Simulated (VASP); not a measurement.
# AlN (P1) in VASP: single point with LDA

Aim: the single point of AlN with LDA.

Everything below comes from runs of VASP 6.6.1. Logs are shortened: lines on timing, memory, paths and dates and some standing lists are left out, and cuts for length are marked.

## (1) The cell of the first run

The typed cell holds 8 atoms: a = 6.177 Å, b = 6.177 Å, c = 3.089 Å, α = 60.00°, β = 60.00°, γ = 60.00°.

## (2) Single point, LDA

File INCAR:

```
SYSTEM = AlN
PREC = Accurate ; ENCUT = 520
EDIFF = 1E-6 ; ISMEAR = 0
SIGMA = 0.01 ; LREAL = .FALSE.
LASPH = .TRUE. ; NELM = 120
ALGO = Normal ; ISIF = 2
LWAVE = .FALSE. ; LCHARG = .FALSE.
NBANDS = 26 ; GGA_COMPAT = .FALSE.
```

File KPOINTS:

```
Automatic mesh
0
G
  2 2 4
  0 0 0
```

File POSCAR:

```
AlN
1.0
    0.0000000000      4.3679800000      4.3679800000
    4.3679800000      0.0000000000      4.3679800000
    2.1839900000      2.1839900000      0.0000000000
Al N
4 4
Direct
   -0.0045855292     -0.0134337840     -0.0001330134
    0.0117003741      0.4948797842     -0.0328334837
    0.4843961053      0.0002819381      0.0370237501
    0.5155826034      0.4925918846      0.0181596527
    0.3801710402      0.3744081933      0.7647610566
    0.3692136869      0.8687771006      0.7923749651
    0.8848065925      0.3581343092      0.7489102514
    0.8740661587      0.8627819953      0.7562710910
```

Potentials or basis: VASP PAW LDA potentials, release 64 (Al, N).

Run with:

```
$ cat potpaw_LDA.64/Al/POTCAR potpaw_LDA.64/N/POTCAR > POTCAR
$ mpirun -np 1 vasp_std > vasp.out
```

OUTCAR:

```text
SYSTEM = AlN
   PREC = Accurate
   ENCUT = 520
   EDIFF = 1E-6
   ISMEAR = 0
   LREAL = .FALSE.
   LASPH = .TRUE.
   NELM = 120
   ISIF = 2

 ion  position               nearest neighbor table
   1  0.995  0.987  1.000-   8 1.85   7 1.88   6 1.89   8 1.91   3 3.00   2 3.01   2 3.04   4 3.05
                             3 3.06   3 3.12   4 3.14   2 3.14   2 3.17   3 3.18
   2  0.012  0.495  0.967-   8 1.86   5 1.86   7 1.88   7 1.97   3 2.99   4 3.00   1 3.01   4 3.03
                             1 3.04   1 3.14   4 3.16   1 3.17   4 3.19   3 3.19
   3  0.484  0.000  0.037-   6 1.86   5 1.89   6 1.91   8 1.97   2 2.99   1 3.00   1 3.06   4 3.07
                             4 3.09   4 3.10   4 3.11   1 3.12   1 3.18   2 3.19
   4  0.516  0.493  0.018-   7 1.87   5 1.88   6 1.90   5 1.92   2 3.00   2 3.03   1 3.05   3 3.07
                             3 3.09   3 3.10   3 3.11   1 3.14   2 3.16   2 3.19
   5  0.380  0.374  0.765-   2 1.86   4 1.88   3 1.89   4 1.92
   6  0.369  0.869  0.792-   3 1.86   1 1.89   4 1.90   3 1.91
   7  0.885  0.358  0.749-   4 1.87   1 1.88   2 1.88   2 1.97
   8  0.874  0.863  0.756-   1 1.85   2 1.86   1 1.91   3 1.97

  LATTYP: Found a base centered orthorhombic cell.
 ALAT       =     6.1772565562
 B/A-ratio  =     1.4142135624
 C/A-ratio  =     0.5000000000

  Lattice vectors:

 A1 = (  -2.1839900000,   2.1839900000,  -4.3679800000)
 A2 = (  -2.1839900000,   2.1839900000,   4.3679800000)
 A3 = (   2.1839900000,   2.1839900000,   0.0000000000)

Analysis of symmetry for initial positions (statically):
=====================================================================
 Subroutine PRICEL returns:
 Original cell was already a primitive cell.

 Routine SETGRP: Setting up the symmetry group for a
 base centered orthorhombic supercell.

 Subroutine GETGRP returns: Found  1 space group operations
 (whereof  1 operations were pure point group operations)
 out of a pool of  8 trial point group operations.

The static configuration has the point symmetry C_1 .

Analysis of symmetry for dynamics (positions and initial velocities):
=====================================================================
 Subroutine PRICEL returns:
 Original cell was already a primitive cell.

 Routine SETGRP: Setting up the symmetry group for a
 base centered orthorhombic supercell.

 Subroutine GETGRP returns: Found  1 space group operations
 (whereof  1 operations were pure point group operations)
 out of a pool of  8 trial point group operations.

The dynamic configuration has the point symmetry C_1 .

 Subroutine INISYM returns: Found  1 space group operations
 (whereof  1 operations are pure point group operations),
 and found     1 'primitive' translations

----------------------------------------------------------------------------------------

                                     Primitive cell

  volume of cell :      83.3378

  direct lattice vectors                    reciprocal lattice vectors
     0.000000000  4.367980000  4.367980000    -0.114469389  0.114469389  0.114469389
     4.367980000  0.000000000  4.367980000     0.114469389 -0.114469389  0.114469389
     2.183990000  2.183990000  0.000000000     0.228938777  0.228938777 -0.228938777

  length of vectors
     6.177256556  6.177256556  3.088628278     0.198266797  0.198266797  0.396533594

  position of ions in fractional coordinates (direct lattice)
     0.995414471  0.986566216  0.999866987
     0.011700374  0.494879784  0.967166516
     0.484396105  0.000281938  0.037023750
     0.515582603  0.492591885  0.018159653
     0.380171040  0.374408193  0.764761057
     0.369213687  0.868777101  0.792374965
     0.884806592  0.358134309  0.748910251
     0.874066159  0.862781995  0.756271091

  ion indices of the primitive-cell ions
   primitive index   ion index
                 1           1
                 2           2
                 3           3
                 4           4
                 5           5
                 6           6
                 7           7
                 8           8

----------------------------------------------------------------------------------------

 KPOINTS: Automatic mesh

Automatic generation of k-mesh.
 Grid dimensions read from file:
 generate k-points for:    2    2    4

 Generating k-lattice:

  Cartesian coordinates                     Fractional coordinates (reciprocal lattice)
    -0.057234694  0.057234694  0.057234694     0.500000000  0.000000000  0.000000000
     0.057234694 -0.057234694  0.057234694     0.000000000  0.500000000  0.000000000
     0.057234694  0.057234694 -0.057234694     0.000000000  0.000000000  0.250000000

  Length of vectors
     0.099133398  0.099133398  0.099133398

  Shift w.r.t. Gamma in fractional coordinates (k-lattice)
     0.000000000  0.000000000  0.000000000

 Subroutine IBZKPT returns following result:
 ===========================================

 Found     12 irreducible k-points:

 Following reciprocal coordinates:
            Coordinates               Weight
  0.000000  0.000000  0.000000      1.000000
  0.500000  0.000000  0.000000      1.000000
  0.000000  0.500000  0.000000      1.000000
  0.500000  0.500000  0.000000      1.000000
  0.000000  0.000000  0.250000      2.000000
  0.500000  0.500000  0.250000      2.000000
  0.500000  0.000000  0.250000      2.000000
  0.000000  0.500000  0.250000      2.000000
  0.000000  0.000000  0.500000      1.000000
  0.500000  0.000000  0.500000      1.000000
  0.000000  0.500000  0.500000      1.000000
  0.500000  0.500000  0.500000      1.000000
   k-points           NKPTS =     12   k-points in BZ     NKDIM =     12   number of bands    NBANDS=     26
   number of dos      NEDOS =    301   number of ions     NIONS =      8
   total plane-waves  NPLWV =  55296
   dimension x,y,z NGX =    48 NGY =   48 NGZ =   24
   dimension x,y,z NGXF=    96 NGYF=   96 NGZF=   48
   ions per type =               4   4
   NGX,Y,Z   is equivalent  to a cutoff of  12.92, 12.92, 12.92 a.u.
   NGXF,Y,Z  is equivalent  to a cutoff of  25.84, 25.84, 25.84 a.u.
 SYSTEM =  AlN
   PREC   = accura    normal or accurate (medium, high low for compatibility)
   ISTART =      0    job   : 0-new  1-cont  2-samecut
   ICHARG =      2    charge: 1-file 2-atom 10-const
   ISPIN  =      1    spin polarized calculation?
   LNONCOLLINEAR =      F non collinear calculations
   LSORBIT =      F    spin-orbit coupling
   LASPH  =      T    aspherical Exc in radial PAW
   ENCUT  =  520.0 eV  38.22 Ry    6.18 a.u.  11.49 11.49  5.74*2*pi/ulx,y,z
   NELM   =    120;   NELMIN=  2; NELMDL= -5     # of ELM steps
   EDIFF  = 0.1E-05   stopping-criterion for ELM
   LREAL  =      F    real-space projection
   EDIFFG = 0.1E-04   stopping-criterion for IOM
   NSW    =      0    number of steps for IOM
   IBRION =     -1    ionic relax: 0-MD 1-quasi-New 2-CG
   NFREE  =      0    steps in history (QN), initial steepest desc. (CG)
   ISIF   =      2    stress and relaxation
   ISYM   =      2    0-nonsym 1-usesym 2-fastsym
   POTIM  = 0.5000    time-step for ionic-motion
   TEBEG  =    0.0;   TEEND  =   0.0 temperature during run
   PSTRESS=    0.0 pullay stress
   NELECT =      32.0000    total number of electrons
   NUPDOWN=      -1.0000    fix difference up-down
   EMIN   =  10.00;   EMAX   =-10.00  energy-range for DOS
   EFERMI =   0.00;   METHOD = LEGACY
   ISMEAR =     0;   SIGMA  =   0.01  broadening in eV -4-tet -1-fermi 0-gaus
   EFERMI_NEDOS =   21; number of points for ismear=-14 and -15
   IALGO  =     38    algorithm
   IMIX   =      4    mixing-type and parameters
     AMIX     =   0.40;   BMIX     =  1.00
     AMIX_MAG =   1.60;   BMIX_MAG =  1.00
  volume/ion in A,a.u.               =      10.42        70.30
  Fermi-wavevector in a.u.,A,eV,Ry     =   1.189901  2.248587 19.264006  1.415865
  Thomas-Fermi vector in A             =   2.325998
   LORBIT       =      0    0 simple, 1 ext, 2 COOP (PROOUT), +10 PAW based schemes
   GGA     = CA    functional components
   LHFCALC =     F    Hartree Fock is set to
   AEXX    =    0.0000 exact exchange contribution
   IVDW    =     0    specifies the selected vdW correction
   LEPSILON=     F    determine dielectric tensor
   LRPA    =     F    only Hartree local field effects (RPA)
 non-spin polarized calculation
 Gauss-broadening in eV      SIGMA  =   0.01
  energy-cutoff  :      520.00
  volume of cell :       83.34
 maximum number of plane-waves:      2248
 NGX is ok and might be reduce to    48
   NGX = 23   NGY = 23   NGZ = 11

 number of electron      32.0000001 magnetization

 Free energy of the ion-electron system (eV)
  ---------------------------------------------------
  ext. energy  EPLUGINS =         0.00000000
  ---------------------------------------------------
  free energy    TOTEN  =       -65.13322052 eV

  energy without entropy =      -65.13322052  energy(sigma->0) =      -65.13322052

 E-fermi :   5.9044     XC(G=0): -11.2637

 val. band max:        5.8567082499   @ k =   0.0000   0.0000   0.0000
 cond. band min:       8.9197499141   @ k =   0.0000   0.0000   0.5000
 fundamental gap:      3.0630416642
 Fermi energy:         5.9043641633

 k-point     1 :       0.0000    0.0000    0.0000
  band No.  band energies     occupation
      1      -9.0916      2.00000
      2      -6.9748      2.00000
      3      -6.9448      2.00000
      4      -6.2933      2.00000
      5      -0.2012      2.00000
      6      -0.1815      2.00000
[... 18 lines left out ...]
     25      16.6408      0.00000
     26      16.7169      0.00000

 k-point     2 :       0.5000    0.0000    0.0000
  band No.  band energies     occupation
      1      -8.2810      2.00000
      2      -8.1493      2.00000
      3      -6.7427      2.00000
      4      -6.6209      2.00000
      5       0.8455      2.00000
      6       0.9409      2.00000
[... 18 lines left out ...]
     25      17.3661      0.00000
[... 260 lines left out ...]
     25      17.4745      0.00000
     26      17.6043      0.00000

 k-point    12 :       0.5000    0.5000    0.5000
  band No.  band energies     occupation
      1      -7.1461      2.00000
      2      -7.0810      2.00000
      3      -6.2439      2.00000
      4      -6.2128      2.00000
      5       1.2579      2.00000
      6       1.3730      2.00000
[... 18 lines left out ...]
     25      16.9419      0.00000
     26      17.2134      0.00000

------------------------ aborting loop because EDIFF is reached ----------------------------------------

  FORCE on cell =-STRESS in cart. coord.  units (eV):
  Direction    XX          YY          ZZ          XY          YZ          ZX
  --------------------------------------------------------------------------------------
  -------------------------------------------------------------------------------------
  Total       -1.6063766     -1.3635492     -1.3516004     -0.3502250      0.3976238      0.6484348
  in kB      -30.8827537    -26.2143725    -25.9846562     -6.7331120      7.6443576     12.4662257
  external PRESSURE =     -27.6939275 kB  Pullay stress =       0.0000000 kB

 VOLUME and BASIS-vectors are now :
 -----------------------------------------------------------------------------
  energy-cutoff  :      520.00
  volume of cell :       83.34
      direct lattice vectors                 reciprocal lattice vectors
     0.000000000  4.367980000  4.367980000    -0.114469389  0.114469389  0.114469389
     4.367980000  0.000000000  4.367980000     0.114469389 -0.114469389  0.114469389
     2.183990000  2.183990000  0.000000000     0.228938777  0.228938777 -0.228938777

 POSITION                                       TOTAL-FORCE (eV/Angst)
 -----------------------------------------------------------------------------------
      6.49300      6.53165      8.65725         0.541159      0.532377      0.263608
      4.27391      2.16339      2.21273         0.629433      0.592456     -0.887702
      0.08209      2.19669      2.11706        -0.529257      0.698266      0.556042
      2.19129      2.29171      4.40369        -0.034155     -0.623832     -0.367196
      3.30564      3.33081      3.29599        -0.248810      0.333663      0.013831
      5.52534      3.34326      5.40752        -0.547999     -0.360412      0.142854
      3.19994      5.50043      5.42914        -0.073337     -0.454518      0.583016
      5.42030      5.46959      7.58652         0.262966     -0.718001     -0.304452
 -----------------------------------------------------------------------------------
    total drift:                               -0.000395     -0.000205      0.000136

  FREE ENERGIE OF THE ION-ELECTRON SYSTEM (eV)
  ---------------------------------------------------
  free  energy   TOTEN  =       -65.1332205240 eV

  energy  without entropy=      -65.1332205240  energy(sigma->0) =      -65.13322052
```

Run time: 22 s. Hardware: 1 thread of AMD EPYC 7R13 (Zen 3), shared host; peak memory 0.14 GiB.

Results:

* Free energy: -65.1332 eV
* Pressure: -2.8 GPa
* Largest force: 1.239 eV/Å
* Band gap on the k mesh: 3.06 eV

Forces in eV/Å, atoms in the order of the input:
```
Al   0.541  0.532  0.264
Al   0.629  0.592 -0.888
Al  -0.529  0.698  0.556
Al  -0.034 -0.624 -0.367
N   -0.249  0.334  0.014
N   -0.548 -0.360  0.143
N   -0.073 -0.455  0.583
N    0.263 -0.718 -0.304
```

Levels at points of the mesh, in eV from the valence-band top:
```
           k point  band 13  band 14  band 15  band 16  band 17  band 18  band 19  band 20
(0.00, 0.00, 0.00)    -0.52    -0.16    -0.08     0.00     3.08     4.06     7.05     7.10
(0.50, 0.00, 0.00)    -0.48    -0.43    -0.37    -0.17     5.55     5.67     6.23     6.29
(0.00, 0.50, 0.00)    -0.46    -0.42    -0.26    -0.22     5.61     5.66     6.23     6.24
(0.50, 0.50, 0.00)    -1.09    -1.06    -0.64    -0.52     5.70     5.76     7.48     7.58
(0.00, 0.00, 0.50)    -0.66    -0.61    -0.59    -0.52     3.06     3.10     7.06     7.11
(0.50, 0.00, 0.50)    -1.41    -1.39    -1.30    -1.18     5.51     5.57     5.66     5.77
(0.00, 0.50, 0.50)    -1.36    -1.35    -1.27    -1.20     5.59     5.62     5.63     5.66
(0.50, 0.50, 0.50)    -2.64    -2.49    -0.66    -0.62     5.79     5.82     7.51     7.60
```

Caveat: the k points lie up to 0.62 Å⁻¹ apart; forces of over 1 eV/Å act on the atoms, so gaps and moduli don't describe the material at rest.
